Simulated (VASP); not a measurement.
# PbS (Immm) in VASP: a series of runs

PbS is run at these levels: PBE; tasks: single point.

Program: VASP 6.6.1. These are calculated values, not measurements. Logs are shortened: lines on timing, memory, paths and dates and some standing lists are left out, and cuts for length are marked.

## 1. The cell of the first run

The structure is orthorhombic, space group Immm (No. 71). Conventional cell: a = 4.036 Å, b = 4.350 Å, c = 5.930 Å, α = 90.00°, β = 90.00°, γ = 90.00°. Pb (site symmetry mmm) has 6 S at 2.96 to 2.97 Å within 3.9 Å. S (site symmetry mmm) has 6 Pb at 2.96 to 2.97 Å within 3.9 Å.

## 2. Single point, PBE (strain -0.0750 x Voigt [0, 0, 0, 1, 0, 0])

The input, INCAR:

```
PREC = Accurate
ENCUT = 520
EDIFF = 1E-7
ISMEAR = 0
SIGMA = 0.03
LREAL = False
LASPH = True
NELM = 60
ALGO = Normal
ISIF = 2
LWAVE = False
LCHARG = True
GGA = PE
LELF = True
LVHAR = True
NBANDS = 17
```

The input, KPOINTS:

```
regular mesh
0
Gamma
  10 10 10
```

The input, POSCAR:

```
PbS
1.0
    0.0000000000      2.8538125000      2.8538125000
    2.9650000000     -0.1111875000      2.9650000000
    2.9650000000      2.9650000000     -0.1111875000
Pb S
1 1
Direct
    0.0000000000      0.0000000000      0.0000000000
    0.5000000000      0.5000000000      0.5000000000
```

Potentials or basis: VASP PAW PBE potentials, release 64 (Pb_d, S).

On the command line:

```bash
cat potpaw_PBE.64/Pb_d/POTCAR potpaw_PBE.64/S/POTCAR > POTCAR
mpirun -np 1 vasp_std > vasp.out
```

OUTCAR:

```text
PREC = Accurate
   ENCUT = 520
   EDIFF = 1E-7
   ISMEAR = 0
   LREAL = False
   LASPH = True
   NELM = 60
   ISIF = 2
   GGA = PE

 ion  position               nearest neighbor table
   1  0.000  0.000  0.000-   2 2.96   2 2.96   2 2.97   2 2.97   2 2.97   2 2.97
   2  0.500  0.500  0.500-   1 2.96   1 2.96   1 2.97   1 2.97   1 2.97   1 2.97

  LATTYP: Found a body centered orthorhombic cell.
 ALAT       =     4.0359003420
 B/A-ratio  =     1.0779220779
 C/A-ratio  =     1.4693127921

  Lattice vectors:

 A1 = (  -2.9650000000,   0.1111875000,  -2.9650000000)
 A2 = (  -2.9650000000,  -0.1111875000,   2.9650000000)
 A3 = (   2.9650000000,   2.9650000000,  -0.1111875000)

Analysis of symmetry for initial positions (statically):
=====================================================================
 Subroutine PRICEL returns:
 Original cell was already a primitive cell.

 Routine SETGRP: Setting up the symmetry group for a
 body centered orthorhombic supercell.

 Subroutine GETGRP returns: Found  8 space group operations
 (whereof  8 operations were pure point group operations)
 out of a pool of  8 trial point group operations.

The static configuration has the point symmetry D_2h.

Analysis of symmetry for dynamics (positions and initial velocities):
=====================================================================
 Subroutine PRICEL returns:
 Original cell was already a primitive cell.

 Routine SETGRP: Setting up the symmetry group for a
 body centered orthorhombic supercell.

 Subroutine GETGRP returns: Found  8 space group operations
 (whereof  8 operations were pure point group operations)
 out of a pool of  8 trial point group operations.

The dynamic configuration has the point symmetry D_2h.

 Subroutine INISYM returns: Found  8 space group operations
 (whereof  8 operations are pure point group operations),
 and found     1 'primitive' translations

----------------------------------------------------------------------------------------

                                     Primitive cell

  volume of cell :      52.0587

  direct lattice vectors                    reciprocal lattice vectors
     0.000000000  2.853812500  2.853812500    -0.168634064  0.175204222  0.175204222
     2.965000000 -0.111187500  2.965000000     0.168634064 -0.162538857  0.162538857
     2.965000000  2.965000000 -0.111187500     0.168634064  0.162538857 -0.162538857

  length of vectors
     4.035900342  4.194617105  4.194617105     0.299717345  0.285088070  0.285088070

  position of ions in fractional coordinates (direct lattice)
     0.000000000  0.000000000  0.000000000
     0.500000000  0.500000000  0.500000000

  ion indices of the primitive-cell ions
   primitive index   ion index
                 1           1
                 2           2

----------------------------------------------------------------------------------------

 KPOINTS: regular mesh

Automatic generation of k-mesh.
 Grid dimensions read from file:
 generate k-points for:   10   10   10

 Generating k-lattice:

  Cartesian coordinates                     Fractional coordinates (reciprocal lattice)
    -0.016863406  0.017520422  0.017520422     0.100000000 -0.000000000 -0.000000000
     0.016863406 -0.016253886  0.016253886     0.000000000  0.100000000  0.000000000
     0.016863406  0.016253886 -0.016253886     0.000000000  0.000000000  0.100000000

  Length of vectors
     0.029971734  0.028508807  0.028508807

  Shift w.r.t. Gamma in fractional coordinates (k-lattice)
     0.000000000  0.000000000  0.000000000

 Subroutine IBZKPT returns following result:
 ===========================================

 Found    171 irreducible k-points:

 Following reciprocal coordinates:
            Coordinates               Weight
  0.000000  0.000000  0.000000      1.000000
  0.100000  0.000000 -0.000000      4.000000
  0.200000  0.000000 -0.000000      4.000000
  0.300000  0.000000  0.000000      4.000000
  0.400000  0.000000 -0.000000      4.000000
  0.500000  0.000000  0.000000      2.000000
[... 16 lines left out ...]
 -0.400000  0.200000 -0.000000      8.000000
 -0.300000  0.200000  0.000000      8.000000
 [... further k-points ...]
   k-points           NKPTS =    171   k-points in BZ     NKDIM =    171   number of bands    NBANDS=     17
   number of dos      NEDOS =    301   number of ions     NIONS =      2
   total plane-waves  NPLWV =  30720
   dimension x,y,z NGX =    30 NGY =   32 NGZ =   32
   dimension x,y,z NGXF=    60 NGYF=   64 NGZF=   64
   ions per type =               1   1
   NGX,Y,Z   is equivalent  to a cutoff of  12.36, 12.68, 12.68 a.u.
   NGXF,Y,Z  is equivalent  to a cutoff of  24.72, 25.37, 25.37 a.u.
 SYSTEM =  unknown system
   PREC   = accura    normal or accurate (medium, high low for compatibility)
   ISTART =      0    job   : 0-new  1-cont  2-samecut
   ICHARG =      2    charge: 1-file 2-atom 10-const
   ISPIN  =      1    spin polarized calculation?
   LNONCOLLINEAR =      F non collinear calculations
   LSORBIT =      F    spin-orbit coupling
   LASPH  =      T    aspherical Exc in radial PAW
   ENCUT  =  520.0 eV  38.22 Ry    6.18 a.u.   7.50  7.80  7.80*2*pi/ulx,y,z
   NELM   =     60;   NELMIN=  2; NELMDL= -5     # of ELM steps
   EDIFF  = 0.1E-06   stopping-criterion for ELM
   LREAL  =      F    real-space projection
   EDIFFG = 0.1E-05   stopping-criterion for IOM
   NSW    =      0    number of steps for IOM
   IBRION =     -1    ionic relax: 0-MD 1-quasi-New 2-CG
   NFREE  =      0    steps in history (QN), initial steepest desc. (CG)
   ISIF   =      2    stress and relaxation
   ISYM   =      2    0-nonsym 1-usesym 2-fastsym
   POTIM  = 0.5000    time-step for ionic-motion
   TEBEG  =    0.0;   TEEND  =   0.0 temperature during run
   PSTRESS=    0.0 pullay stress
   NELECT =      20.0000    total number of electrons
   NUPDOWN=      -1.0000    fix difference up-down
   EMIN   =  10.00;   EMAX   =-10.00  energy-range for DOS
   EFERMI =   0.00;   METHOD = LEGACY
   ISMEAR =     0;   SIGMA  =   0.03  broadening in eV -4-tet -1-fermi 0-gaus
   EFERMI_NEDOS =   21; number of points for ismear=-14 and -15
   IALGO  =     38    algorithm
   IMIX   =      4    mixing-type and parameters
     AMIX     =   0.40;   BMIX     =  1.00
     AMIX_MAG =   1.60;   BMIX_MAG =  1.00
  volume/ion in A,a.u.               =      26.03       175.65
  Fermi-wavevector in a.u.,A,eV,Ry     =   1.190110  2.248982 19.270780  1.416362
  Thomas-Fermi vector in A             =   2.326202
   LORBIT       =      0    0 simple, 1 ext, 2 COOP (PROOUT), +10 PAW based schemes
   GGA     = PE    functional components
   LHFCALC =     F    Hartree Fock is set to
   AEXX    =    0.0000 exact exchange contribution
   IVDW    =     0    specifies the selected vdW correction
   LEPSILON=     F    determine dielectric tensor
   LRPA    =     F    only Hartree local field effects (RPA)
 non-spin polarized calculation
 Gauss-broadening in eV      SIGMA  =   0.03
  energy-cutoff  :      520.00
  volume of cell :       52.06
 maximum number of plane-waves:      1419
   NGX = 15   NGY = 15   NGZ = 15

 number of electron      20.0000000 magnetization

 Free energy of the ion-electron system (eV)
  ---------------------------------------------------
  ext. energy  EPLUGINS =         0.00000000
  ---------------------------------------------------
  free energy    TOTEN  =        -8.73614832 eV

  energy without entropy =       -8.73608670  energy(sigma->0) =       -8.73611751

 E-fermi :   5.9737     XC(G=0):  -9.6965

 val. band max:        5.9644585679   @ k =   0.5000   0.0000   0.0000
 cond. band min:       5.9828743280   @ k =   0.0000   0.5000  -0.0000
 fundamental gap:      0.0184157601
 Fermi energy:         5.9736664474

 k-point     1 :       0.0000    0.0000    0.0000
  band No.  band energies     occupation
      1     -11.0091      2.00000
      2     -10.9924      2.00000
      3     -10.9860      2.00000
      4     -10.9727      2.00000
      5     -10.9597      2.00000
      6      -7.7572      2.00000
[... 9 lines left out ...]
     16      13.0935      0.00000
     17      14.5867      0.00000

 k-point     2 :       0.1000    0.0000   -0.0000
  band No.  band energies     occupation
      1     -11.0041      2.00000
      2     -10.9917      2.00000
      3     -10.9837      2.00000
      4     -10.9742      2.00000
      5     -10.9623      2.00000
      6      -7.6673      2.00000
[... 9 lines left out ...]
     16      13.0501      0.00000
     17      15.4874      0.00000

 k-point     3 :       0.2000    0.0000   -0.0000
  band No.  band energies     occupation
      1     -10.9981      2.00000
      2     -10.9895      2.00000
      3     -10.9830      2.00000
      4     -10.9690      2.00000
      5     -10.9664      2.00000
      6      -7.4097      2.00000
[... 9 lines left out ...]
     16      13.6896      0.00000
     17      17.0000      0.00000

 k-point     4 :       0.3000    0.0000    0.0000
  band No.  band energies     occupation
      1     -11.0013      2.00000
      2     -10.9995      2.00000
      3     -10.9769      2.00000
      4     -10.9641      2.00000
      5     -10.9520      2.00000
      6      -7.0304      2.00000
[... 9 lines left out ...]
     16      14.6549      0.00000
     17      18.3924      0.00000

 k-point     5 :       0.4000    0.0000   -0.0000
  band No.  band energies     occupation
      1     -11.0112      2.00000
      2     -11.0024      2.00000
      3     -10.9823      2.00000
      4     -10.9483      2.00000
      5     -10.9399      2.00000
      6      -6.6420      2.00000
[... 9 lines left out ...]
     16      15.7331      0.00000
     17      17.5850      0.00000

 k-point     6 :       0.5000    0.0000    0.0000
  band No.  band energies     occupation
      1     -11.0149      2.00000
      2     -11.0038      2.00000
      3     -10.9841      2.00000
      4     -10.9421      2.00000
      5     -10.9353      2.00000
      6      -6.4611      2.00000
[... 9 lines left out ...]
     16      15.8731      0.00000
     17      17.3200      0.00000

 k-point     7 :       0.0000    0.1000   -0.0000
  band No.  band energies     occupation
      1     -11.0102      2.00000
      2     -10.9901      2.00000
      3     -10.9842      2.00000
      4     -10.9731      2.00000
      5     -10.9592      2.00000
      6      -7.6746      2.00000
[... 9 lines left out ...]
     16      13.3284      0.00000
     17      15.2275      0.00000

 k-point     8 :       0.1000    0.1000   -0.0000
  band No.  band energies     occupation
      1     -11.0039      2.00000
      2     -10.9934      2.00000
      3     -10.9821      2.00000
      4     -10.9782      2.00000
      5     -10.9585      2.00000
      6      -7.6411      2.00000
[... 9 lines left out ...]
     16      13.4076      0.00000
     17      15.1374      0.00000
[... 203 lines left out ...]
      1     -11.0119      2.00000
      2     -10.9997      2.00000
      3     -10.9809      2.00000
      4     -10.9679      2.00000
      5     -10.9533      2.00000
      6      -7.3004      2.00000
[... 9 lines left out ...]
     16      14.9037      0.00000
     17      15.4470      0.00000

 k-point    20 :       0.3000    0.2000    0.0000
  band No.  band energies     occupation
      1     -11.0304      2.00000
      2     -11.0029      2.00000
      3     -10.9688      2.00000
      4     -10.9575      2.00000
      5     -10.9530      2.00000
      6      -7.0028      2.00000
[... 9 lines left out ...]
     16      15.5804      0.00000
     17      16.4930      0.00000

 k-point    21 :       0.4000    0.2000    0.0000
  band No.  band energies     occupation
      1     -11.0444      2.00000
      2     -11.0007      2.00000
      3     -10.9713      2.00000
      4     -10.9504      2.00000
      5     -10.9426      2.00000
      6      -6.6353      2.00000
[... 9 lines left out ...]
     16      16.4739      0.00000
     17      17.5839      0.00000

 k-point    22 :       0.5000    0.2000   -0.0000
  band No.  band energies     occupation
      1     -11.0477      2.00000
      2     -10.9953      2.00000
      3     -10.9773      2.00000
      4     -10.9480      2.00000
      5     -10.9373      2.00000
      6      -6.3400      2.00000
[... 9 lines left out ...]
     16      16.4524      0.00000
     17      17.6141      0.00000

 k-point    23 :      -0.4000    0.2000   -0.0000
  band No.  band energies     occupation
      1     -11.0393      2.00000
      2     -10.9923      2.00000
      3     -10.9793      2.00000
      4     -10.9505      2.00000
      5     -10.9417      2.00000
      6      -6.3025      2.00000
[... 9 lines left out ...]
     16      15.7719      0.00000
     17      17.7905      0.00000

 k-point    24 :      -0.3000    0.2000    0.0000
  band No.  band energies     occupation
      1     -11.0226      2.00000
      2     -10.9941      2.00000
      3     -10.9782      2.00000
      4     -10.9597      2.00000
      5     -10.9478      2.00000
      6      -6.5556      2.00000
[... 9 lines left out ...]
     16      15.8057      0.00000
     17      17.1480      0.00000

 [... further k-points ...]
[... 5 lines left out ...]
  --------------------------------------------------------------------------------------
  -------------------------------------------------------------------------------------
  Total        0.6716880      0.7185913      0.7185913     -0.0000000      0.4647708      0.0000000
  in kB       20.6721315     22.1156436     22.1156436     -0.0000000     14.3039667      0.0000000
  external PRESSURE =      21.6344729 kB  Pullay stress =       0.0000000 kB

 VOLUME and BASIS-vectors are now :
 -----------------------------------------------------------------------------
  energy-cutoff  :      520.00
  volume of cell :       52.06
      direct lattice vectors                 reciprocal lattice vectors
     0.000000000  2.853812500  2.853812500    -0.168634064  0.175204222  0.175204222
     2.965000000 -0.111187500  2.965000000     0.168634064 -0.162538857  0.162538857
     2.965000000  2.965000000 -0.111187500     0.168634064  0.162538857 -0.162538857

 POSITION                                       TOTAL-FORCE (eV/Angst)
 -----------------------------------------------------------------------------------
      0.00000      0.00000      0.00000         0.000000      0.000000     -0.000000
      2.96500      2.85381      2.85381         0.000000     -0.000000      0.000000
 -----------------------------------------------------------------------------------
    total drift:                               -0.000000      0.000000      0.000000

  FREE ENERGIE OF THE ION-ELECTRON SYSTEM (eV)
  ---------------------------------------------------
  free  energy   TOTEN  =        -8.7361483168 eV

  energy  without entropy=       -8.7360867008  energy(sigma->0) =       -8.73611751
```

Run time: 3 min. Hardware: 1 thread of Intel Xeon 8259CL, shared host; peak memory 0.29 GiB.

Results:

```
Free energy            : -8.7361 eV
Pressure               : 2.2 GPa
Band gap on the k mesh : zero (band 10 reaches 5.98 eV, above the bottom of band 11 at 5.96 eV)
```

Stress tensor (GPa, compression positive):
```
2.07 0.00 0.00
0.00 2.21 1.43
0.00 1.43 2.21
```

Caveat: the cell differs from its parent crystal (strain -0.0750 x Voigt [0, 0, 0, 1, 0, 0]); spin-orbit coupling is left out, which moves the levels of the heavy elements.

(Part 1 of 2 ends here.)
